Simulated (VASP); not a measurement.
# BN (Imm2) in VASP: notebook

Runs on BN. Level: r2SCAN. Tasks: single point.

Everything below comes from runs of VASP 6.6.1. Logs are shortened: lines on timing, memory, paths and dates and some standing lists are left out, and cuts for length are marked.

### Step 1. The cell of the first run

It takes space group Imm2 (No. 44, orthorhombic). The conventional cell has a = 2.505 Å, b = 2.600 Å, c = 3.610 Å, α = 90.00°, β = 90.00°, γ = 90.00°. Within 2.1 Å of B (site symmetry mm2) lie 4 N at 1.54 to 1.58 Å. Within 2.1 Å of N (site symmetry mm2) lie 4 B at 1.54 to 1.58 Å.

### Step 2. Single point, r2SCAN (strain +0.0375 x Voigt [0, 0, 0, 0, 0, 1])

Contents of POSCAR:

```
BN
1.0
    0.0338402579      1.8048137558      1.8048137558
    1.8048137558      0.0338402579      1.8048137558
    1.8386540137      1.8386540137      0.0000000000
B N
1 1
Direct
    0.0000000000      0.0000000000      0.0000000000
    0.7500000000      0.7500000000      0.7500000000
```

Contents of INCAR.step1:

```
SYSTEM = BN
ALGO = Normal ; EDIFF = 1E-4
ENCUT = 520 ; GGA = PE
ISMEAR = 0 ; LASPH = .TRUE.
LCHARG = .FALSE. ; LREAL = .FALSE.
LWAVE = .TRUE. ; NBANDS = 11
NELM = 80 ; PREC = Accurate
SIGMA = 0.05
```

Contents of INCAR.step2:

```
SYSTEM = BN
ALGO = Normal ; EDIFF = 1E-6
ENCUT = 520 ; ISIF = 2
ISMEAR = 0 ; ISTART = 1
LASPH = .TRUE. ; LCHARG = .FALSE.
LMIXTAU = .TRUE. ; LREAL = .FALSE.
LWAVE = .FALSE. ; METAGGA = R2SCAN
NBANDS = 11 ; NELM = 80
PREC = Accurate ; SIGMA = 0.05
```

Contents of KPOINTS:

```
k-points
0
G
  12 12 12
  0 0 0
```

Potentials or basis: VASP PAW PBE potentials, release 64 (B, N).

Launch:

```console
$ cat potpaw_PBE.64/B/POTCAR potpaw_PBE.64/N/POTCAR > POTCAR
$ cp INCAR.step1 INCAR
$ mpirun -np 1 vasp_std > vasp.out
$ cp INCAR.step2 INCAR
$ mpirun -np 1 vasp_std > vasp.out
```

OUTCAR:

```text
SYSTEM = BN
   EDIFF = 1E-6
   ENCUT = 520
   ISIF = 2
   ISMEAR = 0
   ISTART = 1
   LASPH = .TRUE.
   LREAL = .FALSE.
   METAGGA = R2SCAN
   NELM = 80
   PREC = Accurate

 ion  position               nearest neighbor table
   1  0.000  0.000  0.000-   2 1.54   2 1.54   2 1.58   2 1.58
   2  0.750  0.750  0.750-   1 1.54   1 1.54   1 1.58   1 1.58

  LATTYP: Found a body centered orthorhombic cell.
 ALAT       =     2.5045347393
 B/A-ratio  =     1.0382165605
 C/A-ratio  =     1.4412367514

  Lattice vectors:

 A1 = (   1.8048137558,   0.0338402579,  -1.8048137558)
 A2 = (  -1.8048137558,  -0.0338402579,  -1.8048137558)
 A3 = (   0.0338402579,   1.8048137558,   1.8048137558)

Analysis of symmetry for initial positions (statically):
=====================================================================
 Subroutine PRICEL returns:
 Original cell was already a primitive cell.

 Routine SETGRP: Setting up the symmetry group for a
 body centered orthorhombic supercell.

 Subroutine GETGRP returns: Found  4 space group operations
 (whereof  4 operations were pure point group operations)
 out of a pool of  8 trial point group operations.

The static configuration has the point symmetry C_2v.

Analysis of symmetry for dynamics (positions and initial velocities):
=====================================================================
 Subroutine PRICEL returns:
 Original cell was already a primitive cell.

 Routine SETGRP: Setting up the symmetry group for a
 body centered orthorhombic supercell.

 Subroutine GETGRP returns: Found  4 space group operations
 (whereof  4 operations were pure point group operations)
 out of a pool of  8 trial point group operations.

The dynamic configuration has the point symmetry C_2v.

 Subroutine INISYM returns: Found  4 space group operations
 (whereof  4 operations are pure point group operations),
 and found     1 'primitive' translations

----------------------------------------------------------------------------------------

                                     Primitive cell

  volume of cell :      11.7537

  direct lattice vectors                    reciprocal lattice vectors
     0.033840258  1.804813756  1.804813756    -0.282330594  0.282330594  0.277036896
     1.804813756  0.033840258  1.804813756     0.282330594 -0.282330594  0.277036896
     1.838654014  1.838654014  0.000000000     0.271938057  0.271938057 -0.277036896

  length of vectors
     2.552616412  2.552616412  2.600249443     0.485973837  0.485973837  0.473972631

  position of ions in fractional coordinates (direct lattice)
     0.000000000  0.000000000  0.000000000
     0.750000000  0.750000000  0.750000000

  ion indices of the primitive-cell ions
   primitive index   ion index
                 1           1
                 2           2

----------------------------------------------------------------------------------------

 KPOINTS: k-points

Automatic generation of k-mesh.
 Grid dimensions read from file:
 generate k-points for:   12   12   12

 Generating k-lattice:

  Cartesian coordinates                     Fractional coordinates (reciprocal lattice)
    -0.023527550  0.023527550  0.023086408     0.083333333  0.000000000  0.000000000
     0.023527550 -0.023527550  0.023086408     0.000000000  0.083333333  0.000000000
     0.022661505  0.022661505 -0.023086408     0.000000000  0.000000000  0.083333333

  Length of vectors
     0.040497820  0.040497820  0.039497719

  Shift w.r.t. Gamma in fractional coordinates (k-lattice)
     0.000000000  0.000000000  0.000000000

 Subroutine IBZKPT returns following result:
 ===========================================

 Found    280 irreducible k-points:

 Following reciprocal coordinates:
            Coordinates               Weight
  0.000000  0.000000  0.000000      1.000000
  0.083333 -0.000000  0.000000      4.000000
  0.166667 -0.000000  0.000000      4.000000
  0.250000 -0.000000  0.000000      4.000000
  0.333333  0.000000  0.000000      4.000000
  0.416667 -0.000000  0.000000      4.000000
[... 16 lines left out ...]
  0.500000  0.166667  0.000000      4.000000
 -0.416667  0.166667  0.000000      4.000000
 [... further k-points ...]
   k-points           NKPTS =    280   k-points in BZ     NKDIM =    280   number of bands    NBANDS=     11
   number of dos      NEDOS =    301   number of ions     NIONS =      2
   total plane-waves  NPLWV =   8000
   dimension x,y,z NGX =    20 NGY =   20 NGZ =   20
   dimension x,y,z NGXF=    40 NGYF=   40 NGZF=   40
   ions per type =               1   1
   NGX,Y,Z   is equivalent  to a cutoff of  13.03, 13.03, 12.79 a.u.
   NGXF,Y,Z  is equivalent  to a cutoff of  26.05, 26.05, 25.57 a.u.
 SYSTEM =  BN
   PREC   = accura    normal or accurate (medium, high low for compatibility)
   ISTART =      1    job   : 0-new  1-cont  2-samecut
   ICHARG =      0    charge: 1-file 2-atom 10-const
   ISPIN  =      1    spin polarized calculation?
   LNONCOLLINEAR =      F non collinear calculations
   LSORBIT =      F    spin-orbit coupling
   LASPH  =      T    aspherical Exc in radial PAW
   ENCUT  =  520.0 eV  38.22 Ry    6.18 a.u.   4.75  4.75  4.83*2*pi/ulx,y,z
   NELM   =     80;   NELMIN=  2; NELMDL=  0     # of ELM steps
   EDIFF  = 0.1E-05   stopping-criterion for ELM
   LREAL  =      F    real-space projection
   EDIFFG = 0.1E-04   stopping-criterion for IOM
   NSW    =      0    number of steps for IOM
   IBRION =     -1    ionic relax: 0-MD 1-quasi-New 2-CG
   NFREE  =      0    steps in history (QN), initial steepest desc. (CG)
   ISIF   =      2    stress and relaxation
   ISYM   =      2    0-nonsym 1-usesym 2-fastsym
   POTIM  = 0.5000    time-step for ionic-motion
   TEBEG  =    0.0;   TEEND  =   0.0 temperature during run
   PSTRESS=    0.0 pullay stress
   NELECT =       8.0000    total number of electrons
   NUPDOWN=      -1.0000    fix difference up-down
   EMIN   =  10.00;   EMAX   =-10.00  energy-range for DOS
   EFERMI =   0.00;   METHOD = LEGACY
   ISMEAR =     0;   SIGMA  =   0.05  broadening in eV -4-tet -1-fermi 0-gaus
   EFERMI_NEDOS =   21; number of points for ismear=-14 and -15
   IALGO  =     38    algorithm
   IMIX   =      4    mixing-type and parameters
     AMIX     =   0.40;   BMIX     =  1.00
     AMIX_MAG =   1.60;   BMIX_MAG =  1.00
  volume/ion in A,a.u.               =       5.88        39.66
  Fermi-wavevector in a.u.,A,eV,Ry     =   1.440058  2.721315 28.215316  2.073767
  Thomas-Fermi vector in A             =   2.558845
   LORBIT       =      0    0 simple, 1 ext, 2 COOP (PROOUT), +10 PAW based schemes
   METAGGA = R2SCAN    functional components
   LHFCALC =     F    Hartree Fock is set to
   AEXX    =    0.0000 exact exchange contribution
   IVDW    =     0    specifies the selected vdW correction
   LEPSILON=     F    determine dielectric tensor
   LRPA    =     F    only Hartree local field effects (RPA)
 non-spin polarized calculation
 Gauss-broadening in eV      SIGMA  =   0.05
  energy-cutoff  :      520.00
  volume of cell :       11.75
 maximum number of plane-waves:       331
   NGX =  9   NGY =  9   NGZ =  9

 number of electron       7.9999999 magnetization

 Free energy of the ion-electron system (eV)
  ---------------------------------------------------
  ext. energy  EPLUGINS =         0.00000000
  ---------------------------------------------------
  free energy    TOTEN  =       -19.14723628 eV

  energy without entropy =      -19.14723628  energy(sigma->0) =      -19.14723628

 E-fermi :   7.7605     XC(G=0): -13.6712

 val. band max:        7.3826696799   @ k =   0.0000   0.0000   0.0000
 cond. band min:      12.1947346295   @ k =   0.5000   0.5000   0.0000
 fundamental gap:      4.8120649496
 Fermi energy:         7.7605171817

 k-point     1 :       0.0000    0.0000    0.0000
  band No.  band energies     occupation
      1     -14.0491      2.00000
      2       7.2298      2.00000
      3       7.2845      2.00000
      4       7.3827      2.00000
      5      16.3490      0.00000
      6      16.5228      0.00000
      7      17.3757      0.00000
      8      18.7955      0.00000
      9      33.5252      0.00000
     10      36.1023      0.00000
     11      36.1465      0.00000

 k-point     2 :       0.0833   -0.0000    0.0000
  band No.  band energies     occupation
      1     -13.8684      2.00000
      2       6.4375      2.00000
      3       7.0332      2.00000
      4       7.1130      2.00000
      5      16.6624      0.00000
      6      16.6712      0.00000
      7      17.5895      0.00000
      8      19.4718      0.00000
      9      33.2255      0.00000
     10      33.7053      0.00000
     11      34.1026      0.00000

 k-point     3 :       0.1667   -0.0000    0.0000
  band No.  band energies     occupation
      1     -13.3332      2.00000
      2       4.2912      2.00000
      3       6.5593      2.00000
      4       6.6066      2.00000
      5      16.9697      0.00000
      6      17.3879      0.00000
      7      18.1574      0.00000
      8      20.8863      0.00000
      9      31.9376      0.00000
     10      32.2574      0.00000
     11      32.8386      0.00000

 k-point     4 :       0.2500   -0.0000    0.0000
  band No.  band energies     occupation
      1     -12.4696      2.00000
      2       1.7166      2.00000
      3       6.0189      2.00000
      4       6.0256      2.00000
      5      17.2638      0.00000
      6      18.0667      0.00000
      7      18.7374      0.00000
      8      22.2211      0.00000
      9      31.4391      0.00000
     10      31.7651      0.00000
     11      32.4042      0.00000

 k-point     5 :       0.3333    0.0000    0.0000
  band No.  band energies     occupation
      1     -11.3466      2.00000
      2      -0.8020      2.00000
      3       5.5308      2.00000
      4       5.5636      2.00000
      5      17.5043      0.00000
      6      18.3849      0.00000
      7      19.0130      0.00000
      8      23.1430      0.00000
      9      31.6939      0.00000
     10      32.2991      0.00000
     11      33.3013      0.00000
[... 211 lines left out ...]
 k-point    21 :       0.3333    0.1667    0.0000
  band No.  band energies     occupation
      1     -11.5788      2.00000
      2       1.1367      2.00000
      3       4.1676      2.00000
      4       4.6266      2.00000
      5      15.8694      0.00000
      6      20.6970      0.00000
      7      20.8625      0.00000
      8      21.3064      0.00000
      9      28.0350      0.00000
     10      35.3308      0.00000
     11      36.3253      0.00000

 k-point    22 :       0.4167    0.1667    0.0000
  band No.  band energies     occupation
      1     -10.4531      2.00000
      2      -1.0547      2.00000
      3       3.9022      2.00000
      4       3.9893      2.00000
      5      16.1536      0.00000
      6      20.6213      0.00000
      7      20.9140      0.00000
      8      22.6388      0.00000
      9      29.1175      0.00000
     10      35.0577      0.00000
     11      36.6936      0.00000

 k-point    23 :       0.5000    0.1667    0.0000
  band No.  band energies     occupation
      1      -9.4187      2.00000
      2      -2.7232      2.00000
      3       3.2904      2.00000
      4       4.0942      2.00000
      5      16.4654      0.00000
      6      20.4465      0.00000
      7      20.5891      0.00000
      8      24.0749      0.00000
      9      29.5807      0.00000
     10      35.3804      0.00000
     11      35.9363      0.00000

 k-point    24 :      -0.4167    0.1667    0.0000
  band No.  band energies     occupation
      1      -9.1774      2.00000
      2      -3.0805      2.00000
      3       2.9019      2.00000
      4       4.4629      2.00000
      5      16.9445      0.00000
      6      20.1152      0.00000
      7      20.2263      0.00000
      8      24.4774      0.00000
      9      30.0179      0.00000
     10      33.4513      0.00000
     11      35.8544      0.00000

 [... further k-points ...]
[... 5 lines left out ...]
  --------------------------------------------------------------------------------------
  -------------------------------------------------------------------------------------
  Total        0.1519312      0.1519312      0.0970819     -1.2973042      0.0000000      0.0000000
  in kB       20.7101441     20.7101441     13.2334897   -176.8389560      0.0000000      0.0000000
  external PRESSURE =      18.2179260 kB  Pullay stress =       0.0000000 kB

 VOLUME and BASIS-vectors are now :
 -----------------------------------------------------------------------------
  energy-cutoff  :      520.00
  volume of cell :       11.75
      direct lattice vectors                 reciprocal lattice vectors
     0.033840258  1.804813756  1.804813756    -0.282330594  0.282330594  0.277036896
     1.804813756  0.033840258  1.804813756     0.282330594 -0.282330594  0.277036896
     1.838654014  1.838654014  0.000000000     0.271938057  0.271938057 -0.277036896

 POSITION                                       TOTAL-FORCE (eV/Angst)
 -----------------------------------------------------------------------------------
      0.00000      0.00000      0.00000         0.000000      0.000000     -0.039234
      2.75798      2.75798      2.70722         0.000000      0.000000      0.039234
 -----------------------------------------------------------------------------------
    total drift:                               -0.000000     -0.000000     -0.000025

  FREE ENERGIE OF THE ION-ELECTRON SYSTEM (eV)
  ---------------------------------------------------
  free  energy   TOTEN  =       -19.1472362761 eV

  energy  without entropy=      -19.1472362761  energy(sigma->0) =      -19.14723628
```

Run time: 95 s. Hardware: 1 thread of Intel Xeon 6975P-C, shared host; peak memory 0.15 GiB.

Results:

* Free energy: -19.1472 eV
* Pressure: 1.8 GPa
* Largest force: 0.039 eV/Å
* Band gap on the k mesh: 4.81 eV, indirect (least direct gap 8.97 eV)

Forces in eV/Å, atoms in the order of the input:
```
B    0.000  0.000 -0.039
N    0.000  0.000  0.039
```

Stress tensor (GPa, compression positive):
```
  2.07 -17.68   0.00
-17.68   2.07   0.00
  0.00   0.00   1.32
```

Caveat: the cell differs from its parent crystal (strain +0.0375 x Voigt [0, 0, 0, 0, 0, 1]); the PAW data sets were made with another functional, which shifts forces and pressure a little. A k mesh can miss the band edges.

[end of part 1 of 2]
